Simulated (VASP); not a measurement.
A run of VASP 6.6.1:

File POSCAR:

```
Si
1.0
   -2.5610820889      2.5610820889      1.2229241587
    2.5610820889     -2.5610820889      1.2229241587
    2.5610820889      2.5610820889     -1.2229241587
Si
2
Direct
    0.2500000000      0.7500000000      0.5000000000
    0.5000000000      0.5000000000      0.0000000000
```

INCAR.step1

```
SYSTEM = Si
PREC = Accurate
ENCUT = 520
ISMEAR = 0
SIGMA = 0.15
LREAL = .False.
LASPH = .True.
NELM = 100
NBANDS = 11
GGA = PE
ALGO = Normal
EDIFF = 1E-4
LWAVE = .True.
LCHARG = .False.
```

File INCAR.step2:

```
SYSTEM = Si
PREC = Accurate
ENCUT = 520
EDIFF = 1E-6
ISMEAR = 0
SIGMA = 0.15
LREAL = .False.
LASPH = .True.
NELM = 100
ALGO = Normal
ISIF = 2
LWAVE = .False.
LCHARG = .False.
METAGGA = R2SCAN
LMIXTAU = .True.
NBANDS = 11
ISTART = 1
```

Contents of KPOINTS:

```
regular mesh
0
Gamma
  20 20 20
  0 0 0
```

Potentials or basis: VASP PAW PBE potentials, release 64 (Si).

Run with:

```bash
$ cat potpaw_PBE.64/Si/POTCAR > POTCAR
$ cp INCAR.step1 INCAR
$ mpirun -np 1 vasp_std > vasp.out
$ cp INCAR.step2 INCAR
$ mpirun -np 1 vasp_std > vasp.out
```

Hardware: 1 thread of Intel(R) Xeon(R) 6975P-C (Granite Rapids), with other jobs on the host.

How long does it take, and how much memory?

Wall time 4.1 min on 1 thread of Intel(R) Xeon(R) 6975P-C (Granite Rapids), with other jobs on the host, peak memory 0.29 GiB. Counts: k points 641.
